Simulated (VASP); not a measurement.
Set up this calculation in VASP 6.6.1, as the native input.

```yaml
Task: single point
Functional: PBEsol
Potentials_or_basis: VASP PAW PBE potentials, release 64 (B, N)
Cutoff: 520 eV
k_mesh: 12 × 12 × 4
Occupations: gaussian, width 0.05 eV
Spin: no spin polarisation
Dipole_correction: no
Further_INCAR_settings: ALGO = Normal; EDIFF = 1e-07; NBANDS = 16
```

The structure of BN lies in POSCAR:

```
BN
1.0
    2.5852983215      0.0000000000      0.0000000000
   -1.2926491607      2.2389340228      0.0000000000
    0.0000000000      0.0000000000      6.7903500000
B N
2 2
Direct
    0.0000000000      0.0000000000      0.5000000000
    0.3333333333      0.6666666667      0.0000000000
    0.0000000000      0.0000000000      0.0000000000
    0.6666666667      0.3333333333      0.5000000000
```

This cell differs from its parent crystal: strain +0.030 along x and y, +0.015 along z.

One way to write it, as run:

INCAR

```
PREC = Accurate
ENCUT = 520
EDIFF = 1E-7
ISMEAR = 0
SIGMA = 0.05
LREAL = False
LASPH = True
NELM = 100
ALGO = Normal
ISIF = 2
LWAVE = False
LCHARG = False
GGA = PS
NBANDS = 16
```

KPOINTS

```
Automatic mesh
0
Gamma
  12 12 4
```

Potentials or basis: VASP PAW PBE potentials, release 64 (B, N).

Command:

```bash
$ cat potpaw_PBE.64/B/POTCAR potpaw_PBE.64/N/POTCAR > POTCAR
$ mpirun -np 1 vasp_std > vasp.out
```

Results of the run:

```yaml
Pressure: -19.2 GPa
Band_gap_on_the_k_mesh: 4.11 eV, indirect (least direct gap 4.19 eV)
```

Caveat: the cell differs from its parent crystal (strain +0.030 along x and y, +0.015 along z); the PAW data sets were made with another functional, which shifts forces and pressure a little; this functional lacks dispersion, which binds the layers, so the pressure and a relaxed spacing across them are unreliable.

It took 28 s on 1 thread of Intel(R) Xeon(R) Platinum 8259CL CPU @ 2.50GHz (Skylake/Cascade Lake) (shared host), peak memory 0.16 GiB.
